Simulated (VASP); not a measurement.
# PbS (CsCl type) (Pm-3m) in VASP: notebook

Runs on PbS (CsCl type). Level: PBE. Tasks: relaxation of cell and atoms.

All numbers are computed with VASP 6.6.1; they aren't measurements. Logs are shortened: lines on timing, memory, paths and dates and some standing lists are left out, and cuts for length are marked.

### Step 1. The cell of the first run

Symmetry: Pm-3m, No. 221, cubic system. Conventional cell: a = 3.371 Å, b = 3.371 Å, c = 3.371 Å, α = 90.00°, β = 90.00°, γ = 90.00°. Pb (site symmetry m-3m) has 8 S at 2.92 Å and 6 Pb at 3.37 Å within 3.8 Å. Within 3.8 Å of S (site symmetry m-3m) lie 8 Pb at 2.92 Å and 6 S at 3.37 Å.

### Step 2. Relaxation of cell and atoms, PBE, target pressure 22 GPa, at which the enthalpy is minimised

Contents of INCAR:

```
PREC = Accurate
ENCUT = 600
EDIFF = 1E-6
ISMEAR = -1
SIGMA = 0.08
LREAL = False
LASPH = True
NELM = 80
ALGO = Normal
ISIF = 3
LWAVE = False
LCHARG = False
GGA = PE
IBRION = 2
NSW = 32
EDIFFG = -0.005
PSTRESS = 220.0
```

Contents of KPOINTS:

```
regular mesh
0
Gamma
  13 13 13
```

Contents of POSCAR:

```
PbS
1.0
    3.3710653474      0.0000000000      0.0000000000
    0.0000000000      3.3710653474      0.0000000000
    0.0000000000      0.0000000000      3.3710653474
Pb S
1 1
Direct
    0.0000000000      0.0000000000      0.0000000000
    0.5000000000      0.5000000000      0.5000000000
```

Potentials or basis: VASP PAW PBE potentials, release 64 (Pb_d, S).

Command:

```sh
cat potpaw_PBE.64/Pb_d/POTCAR potpaw_PBE.64/S/POTCAR > POTCAR
mpirun -np 1 vasp_std > vasp.out
```

OUTCAR:

```text
PREC = Accurate
   ENCUT = 600
   EDIFF = 1E-6
   ISMEAR = -1
   LREAL = False
   LASPH = True
   NELM = 80
   ISIF = 3
   GGA = PE
   IBRION = 2
   NSW = 32
   EDIFFG = -0.005
   PSTRESS = 220.0

 ion  position               nearest neighbor table
   1  0.000  0.000  0.000-   2 2.92   2 2.92   2 2.92   2 2.92   2 2.92   2 2.92   2 2.92   2 2.92

   2  0.500  0.500  0.500-   1 2.92   1 2.92   1 2.92   1 2.92   1 2.92   1 2.92   1 2.92   1 2.92

  LATTYP: Found a simple cubic cell.
 ALAT       =     3.3710653474

  Lattice vectors:

 A1 = (   3.3710653474,   0.0000000000,   0.0000000000)
 A2 = (   0.0000000000,   3.3710653474,   0.0000000000)
 A3 = (   0.0000000000,   0.0000000000,   3.3710653474)

Analysis of symmetry for initial positions (statically):
=====================================================================
 Subroutine PRICEL returns:
 Original cell was already a primitive cell.

 Routine SETGRP: Setting up the symmetry group for a
 simple cubic supercell.

 Subroutine GETGRP returns: Found 48 space group operations
 (whereof 48 operations were pure point group operations)
 out of a pool of 48 trial point group operations.

The static configuration has the point symmetry O_h .

Analysis of symmetry for dynamics (positions and initial velocities):
=====================================================================
 Subroutine PRICEL returns:
 Original cell was already a primitive cell.

 Routine SETGRP: Setting up the symmetry group for a
 simple cubic supercell.

 Subroutine GETGRP returns: Found 48 space group operations
 (whereof 48 operations were pure point group operations)
 out of a pool of 48 trial point group operations.

The dynamic configuration has the point symmetry O_h .

 Subroutine INISYM returns: Found 48 space group operations
 (whereof 48 operations are pure point group operations),
 and found     1 'primitive' translations

----------------------------------------------------------------------------------------

                                     Primitive cell

  volume of cell :      38.3091

  direct lattice vectors                    reciprocal lattice vectors
     3.371065347  0.000000000  0.000000000     0.296642129  0.000000000  0.000000000
     0.000000000  3.371065347  0.000000000     0.000000000  0.296642129  0.000000000
     0.000000000  0.000000000  3.371065347     0.000000000  0.000000000  0.296642129

  length of vectors
     3.371065347  3.371065347  3.371065347     0.296642129  0.296642129  0.296642129

  position of ions in fractional coordinates (direct lattice)
[... 94 lines left out ...]
   ISMEAR =    -1;   SIGMA  =   0.08  broadening in eV -4-tet -1-fermi 0-gaus
   EFERMI_NEDOS =   21; number of points for ismear=-14 and -15
   IALGO  =     38    algorithm
   IMIX   =      4    mixing-type and parameters
     AMIX     =   0.40;   BMIX     =  1.00
     AMIX_MAG =   1.60;   BMIX_MAG =  1.00
  volume/ion in A,a.u.               =      19.15       129.26
  Fermi-wavevector in a.u.,A,eV,Ry     =   1.318209  2.491054 23.642509  1.737675
  Thomas-Fermi vector in A             =   2.448195
   LORBIT       =      0    0 simple, 1 ext, 2 COOP (PROOUT), +10 PAW based schemes
   GGA     = PE    functional components
   LHFCALC =     F    Hartree Fock is set to
   AEXX    =    0.0000 exact exchange contribution
   IVDW    =     0    specifies the selected vdW correction
   LEPSILON=     F    determine dielectric tensor
   LRPA    =     F    only Hartree local field effects (RPA)
 conjugate gradient relaxation of ions
 non-spin polarized calculation
  energy-cutoff  :      600.00
  volume of cell :       38.31
 maximum number of plane-waves:      1309
 NGX is ok and might be reduce to    28
   NGX = 13   NGY = 13   NGZ = 13

 number of electron      20.0000005 magnetization

 Free energy of the ion-electron system (eV)
  ---------------------------------------------------
  ext. energy  EPLUGINS =         0.00000000
  ---------------------------------------------------
  free energy    TOTEN  =        -7.68158762 eV

  energy without entropy =       -7.66153608  energy(sigma->0) =       -7.67156185

 E-fermi :   9.3535     XC(G=0): -11.3889

 val. band max:        9.3517624235   @ k =   0.3077   0.1538   0.0769
 cond. band min:       9.3545076480   @ k =   0.3846   0.0769   0.0769
 fundamental gap:      0.0027452245
 Fermi energy:         9.3535065057

 k-point     1 :       0.0000    0.0000    0.0000
  band No.  band energies     occupation
      1      -7.8141      2.00000
      2      -7.8141      2.00000
      3      -7.3847      2.00000
      4      -7.3847      2.00000
      5      -7.3847      2.00000
      6      -5.9075      2.00000
      7       3.3145      2.00000
      8       6.8836      2.00000
      9       6.8836      2.00000
     10       6.8836      2.00000
     11      14.3439      0.00000
     12      14.3439      0.00000
     13      17.7590      0.00000
     14      17.7590      0.00000
[... 377 lines left out ...]
      1      -7.7483      2.00000
      2      -7.6781      2.00000
      3      -7.4880      2.00000
      4      -7.4572      2.00000
      5      -7.3926      2.00000
      6      -3.3324      2.00000
      7       0.5754      2.00000
      8       4.0396      2.00000
      9       6.6757      2.00000
     10       8.4836      1.99996
     11      12.5303      0.00000
     12      14.6451      0.00000
     13      15.1815      0.00000
     14      17.4738      0.00000

 [... further k-points ...]

------------------------ aborting loop because EDIFF is reached ----------------------------------------

  FORCE on cell =-STRESS in cart. coord.  units (eV):
  Direction    XX          YY          ZZ          XY          YZ          ZX
  --------------------------------------------------------------------------------------
  -------------------------------------------------------------------------------------
  Total        5.2558190      5.2558190      5.2558190      0.0000000      0.0000000      0.0000000
  in kB      219.8110251    219.8110251    219.8110251      0.0000000      0.0000000      0.0000000
  external PRESSURE =      -0.1889749 kB  Pullay stress =     220.0000000 kB

 VOLUME and BASIS-vectors are now :
 -----------------------------------------------------------------------------
  energy-cutoff  :      600.00
  volume of cell :       38.31
      direct lattice vectors                 reciprocal lattice vectors
     3.371065347  0.000000000  0.000000000     0.296642129  0.000000000  0.000000000
     0.000000000  3.371065347  0.000000000     0.000000000  0.296642129  0.000000000
     0.000000000  0.000000000  3.371065347     0.000000000  0.000000000  0.296642129

 POSITION                                       TOTAL-FORCE (eV/Angst)
 -----------------------------------------------------------------------------------
      0.00000      0.00000      0.00000         0.000000      0.000000      0.000000
      1.68553      1.68553      1.68553         0.000000      0.000000      0.000000
 -----------------------------------------------------------------------------------
    total drift:                               -0.000000      0.000000      0.000000

  FREE ENERGIE OF THE ION-ELECTRON SYSTEM (eV)
  ---------------------------------------------------
  free  energy   TOTEN  =        -7.6815876190 eV

  energy  without entropy=       -7.6615360830  energy(sigma->0) =       -7.67156185

  enthalpy is  TOTEN    =        -2.4212500797 eV   P V=        5.2603375393

 reached required accuracy - stopping structural energy minimisation
```

OSZICAR:

```text
N       E                     dE             d eps       ncg     rms          rms(c)
DAV:   1     0.168888941354E+03    0.16889E+03   -0.11108E+04  2370   0.183E+03
DAV:   2     0.400391206460E+01   -0.16489E+03   -0.16107E+03  2502   0.405E+02
DAV:   3    -0.788124158460E+01   -0.11885E+02   -0.11480E+02  3200   0.107E+02
DAV:   4    -0.812859982680E+01   -0.24736E+00   -0.24716E+00  2580   0.168E+01
DAV:   5    -0.813739794506E+01   -0.87981E-02   -0.87977E-02  3458   0.325E+00    0.642E+00
DAV:   6    -0.769084141336E+01    0.44656E+00   -0.11144E+00  3582   0.127E+01    0.449E+00
DAV:   7    -0.768361551980E+01    0.72259E-02   -0.14438E-01  2836   0.267E+00    0.223E+00
DAV:   8    -0.768233330198E+01    0.12822E-02   -0.17786E-02  3038   0.180E+00    0.176E-01
DAV:   9    -0.768156601026E+01    0.76729E-03   -0.39748E-03  3540   0.743E-01    0.118E-01
DAV:  10    -0.768158814864E+01   -0.22138E-04   -0.27634E-04  2712   0.145E-01    0.556E-02
DAV:  11    -0.768158895458E+01   -0.80594E-06   -0.22754E-05  2976   0.608E-02    0.178E-02
DAV:  12    -0.768158762437E+01    0.13302E-05   -0.57484E-06  2940   0.456E-02    0.999E-04
DAV:  13    -0.768158761896E+01    0.54035E-08   -0.34931E-07  1416   0.725E-03
   1 F= -.24212501E+01 E0= -.24112243E+01  d E =-.242125E+01
```

Wall time 83 s (1 thread of Intel Xeon 8259CL, shared host); peak memory 0.2 GiB.

What came out:

```
Free energy             : -7.6816 eV
Pressure after relaxing : 22.0 GPa
Band gap on the k mesh  : zero (bands 10 and 11 overlap by 1.37 eV)
```

Final structure:
```
Pb S
1.0
     3.37107    0.00000    0.00000
     0.00000    3.37107    0.00000
     0.00000    0.00000    3.37107
Pb S
1 1
Direct
  0.00000 0.00000 0.00000
  0.50000 0.50000 0.50000
```

Caveat: the relaxation stopped at its first step, so nothing moved; the cell is relaxed towards a set pressure, so the run minimises the enthalpy, not the energy; spin-orbit coupling is left out, which moves the levels of the heavy elements.

### Step 3. Relaxation of cell and atoms, PBE, target pressure 22 GPa, at which the enthalpy is minimised

This run uses another cell than the first one, of 20.24 Å³/atom.

Contents of INCAR:

```
  PREC = Accurate
  ENCUT = 600
  EDIFF = 1E-6
  ISMEAR = -1
  SIGMA = 0.08
  LREAL = False
  LASPH = True
  NELM = 60
  ALGO = Normal
  ISIF = 3
  LWAVE = False
  LCHARG = False
  GGA = PE
  IBRION = 2
  NSW = 60
  EDIFFG = -0.005
  PSTRESS = 220.0
```

KPOINTS is that of step 2.

Contents of POSCAR:

```
PbS
1.0
    3.4333176078      0.0000000000      0.0000000000
    0.0000000000      3.4333176078      0.0000000000
    0.0000000000      0.0000000000      3.4333176078
Pb S
1 1
Direct
    0.0000000000      0.0000000000      0.0000000000
    0.5000000000      0.5000000000      0.5000000000
```

Potentials or basis: VASP PAW PBE potentials, release 64 (Pb_d, S).

Command:

```sh
cat potpaw_PBE.64/Pb_d/POTCAR potpaw_PBE.64/S/POTCAR > POTCAR
mpirun -np 1 vasp_std > vasp.out
```

OUTCAR:

```text
PREC = Accurate
   ENCUT = 600
   EDIFF = 1E-6
   ISMEAR = -1
   LREAL = False
   LASPH = True
   NELM = 60
   ISIF = 3
   GGA = PE
   IBRION = 2
   NSW = 60
   EDIFFG = -0.005
   PSTRESS = 220.0

 ion  position               nearest neighbor table
   1  0.000  0.000  0.000-   2 2.97   2 2.97   2 2.97   2 2.97   2 2.97   2 2.97   2 2.97   2 2.97

   2  0.500  0.500  0.500-   1 2.97   1 2.97   1 2.97   1 2.97   1 2.97   1 2.97   1 2.97   1 2.97

  LATTYP: Found a simple cubic cell.
 ALAT       =     3.4333176078

  Lattice vectors:

 A1 = (   3.4333176078,   0.0000000000,   0.0000000000)
 A2 = (   0.0000000000,   3.4333176078,   0.0000000000)
 A3 = (   0.0000000000,   0.0000000000,   3.4333176078)

Analysis of symmetry for initial positions (statically):
=====================================================================
 Subroutine PRICEL returns:
 Original cell was already a primitive cell.

 Routine SETGRP: Setting up the symmetry group for a
 simple cubic supercell.

 Subroutine GETGRP returns: Found 48 space group operations
 (whereof 48 operations were pure point group operations)
 out of a pool of 48 trial point group operations.

The static configuration has the point symmetry O_h .

Analysis of symmetry for dynamics (positions and initial velocities):
=====================================================================
 Subroutine PRICEL returns:
 Original cell was already a primitive cell.

[... 166 lines left out ...]
  external PRESSURE =     -67.7522227 kB  Pullay stress =     220.0000000 kB
[... 25 lines left out ...]
--------------------------------------- Ionic step        2  -------------------------------------------

 number of electron      19.9999995 magnetization

 E-fermi :  10.5142     XC(G=0): -11.7696

 val. band max:       10.5010258053   @ k =   0.2308   0.2308   0.1538
 cond. band min:      10.5198712995   @ k =   0.4615   0.3846   0.3846
 fundamental gap:      0.0188454942
 Fermi energy:        10.5141676349

 k-point     1 :       0.0000    0.0000    0.0000
  band No.  band energies     occupation
      1      -6.8631      2.00000
      2      -6.8631      2.00000
      3      -6.3360      2.00000
      4      -6.3360      2.00000
      5      -6.3360      2.00000
      6      -5.5522      2.00000
      7       4.6914      2.00000
      8       7.6952      2.00000
      9       7.6952      2.00000
     10       7.6952      2.00000
     11      15.2802      0.00000
     12      15.2802      0.00000
     13      19.5220      0.00000
     14      19.5220      0.00000
[... 466 lines left out ...]
--------------------------------------- Ionic step        4  -------------------------------------------

 number of electron      20.0000005 magnetization

 Free energy of the ion-electron system (eV)
  ---------------------------------------------------
  ext. energy  EPLUGINS =         0.00000000
  ---------------------------------------------------
  free energy    TOTEN  =        -7.68017373 eV

  energy without entropy =       -7.66011814  energy(sigma->0) =       -7.67014594

 E-fermi :   9.3582     XC(G=0): -11.3905

 val. band max:        9.3566991236   @ k =   0.3077   0.1538   0.0769
 cond. band min:       9.3595395226   @ k =   0.3846   0.0769   0.0769
 fundamental gap:      0.0028403990
 Fermi energy:         9.3581734611

 k-point     1 :       0.0000    0.0000    0.0000
  band No.  band energies     occupation
      1      -7.8099      2.00000
      2      -7.8099      2.00000
      3      -7.3801      2.00000
      4      -7.3801      2.00000
      5      -7.3801      2.00000
      6      -5.9060      2.00000
      7       3.3202      2.00000
      8       6.8869      2.00000
      9       6.8869      2.00000
     10       6.8869      2.00000
     11      14.3477      0.00000
     12      14.3477      0.00000
     13      17.7663      0.00000
     14      17.7663      0.00000
[... 424 lines left out ...]
  energy  without entropy=       -7.6601181442  energy(sigma->0) =       -7.67014594

  enthalpy is  TOTEN    =        -2.4214578823 eV   P V=        5.2587158474

 reached required accuracy - stopping structural energy minimisation
```

It took 3.8 min on 1 thread of Intel Xeon 8259CL, shared host; peak memory 0.21 GiB.

What came out:

```
Free energy                                                : -7.6802 eV
Relaxed volume                                             : 19.15 Å³/atom
Relaxed cell                                               : a = 3.371 Å, b = 3.371 Å, c = 3.371 Å, α = 90.00°, β = 90.00°, γ = 90.00°
Space group after relaxing (to 0.1 Å)                      : Pm-3m (No. 221)
Energy change on relaxing (the run minimises the enthalpy) : +125.6 meV/atom
Ionic steps                                                : 4
Pressure after relaxing                                    : 22.0 GPa
Band gap on the k mesh                                     : zero (bands 10 and 11 overlap by 1.37 eV)
```

The path:
```
step  energy change (eV)  largest force (eV/Å)  pressure (GPa)  volume (Å³)
   1              0.0000                0.0000           15.22        40.47
   2              0.6987                0.0000           33.07        35.66
   3              0.2454                0.0000           21.89        38.34
   4              0.2511                0.0000           22.03        38.30
```

Final structure:
```cif
data_structure
_symmetry_space_group_name_H-M 'P 1'
_symmetry_Int_Tables_number 1
_cell_length_a 3.3707
_cell_length_b 3.3707
_cell_length_c 3.3707
_cell_angle_alpha 90.000
_cell_angle_beta 90.000
_cell_angle_gamma 90.000
_cell_volume 38.30
loop_
_atom_site_label
_atom_site_type_symbol
_atom_site_fract_x
_atom_site_fract_y
_atom_site_fract_z
_atom_site_occupancy
Pb1 Pb 0.00000 0.00000 0.00000 1
S1 S 0.50000 0.50000 0.50000 1
```

Levels at points of the mesh, in eV from the Fermi level:
| k point | band 7 | band 8 | band 9 | band 10 | band 11 | band 12 | band 13 | band 14 |
| --- | --- | --- | --- | --- | --- | --- | --- | --- |
| (0.00, 0.00, 0.00) | -6.04 | -2.47 | -2.47 | -2.47 | 4.99 | 4.99 | 8.41 | 8.41 |

Caveat: the cell is relaxed towards a set pressure, so the run minimises the enthalpy, not the energy; spin-orbit coupling is left out, which moves the levels of the heavy elements.
